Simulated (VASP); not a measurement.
A run of VASP 6.6.1 is set up as follows.

The input INCAR:

```
SYSTEM = MgB2
ALGO = Normal
EDIFF = 1E-7
ENCUT = 520
GGA = PE
ISIF = 2
ISMEAR = 0
LASPH = .True.
LCHARG = .False.
LREAL = .False.
LWAVE = .False.
NBANDS = 11
NELM = 80
PREC = Accurate
SIGMA = 0.022
```

The input KPOINTS:

```
k-points
0
Gamma
  10 10 8
  0 0 0
```

File POSCAR:

```
MgB2
1.0
    3.0850000000      0.0000000000      0.0000000000
   -1.5425000000      2.6716883707      0.0000000000
    0.0000000000      0.0000000000      3.5230000000
Mg B
1 2
Direct
    0.0000000000      0.0000000000      0.0000000000
    0.6666666667      0.3333333333      0.5000000000
    0.3333333333      0.6666666667      0.5000000000
```

Potentials or basis: VASP PAW PBE potentials, release 64 (Mg, B).

The run is started by

```bash
$ cat potpaw_PBE.64/Mg/POTCAR potpaw_PBE.64/B/POTCAR > POTCAR
$ mpirun -np 1 vasp_std > vasp.out
```

(1) Estimate the pressure.

(2) What does it give for the band gap on the k mesh?

Results:

(1) -1.1 GPa.

(2) zero (band 4 reaches 6.39 eV, above the bottom of band 5 at 3.94 eV).
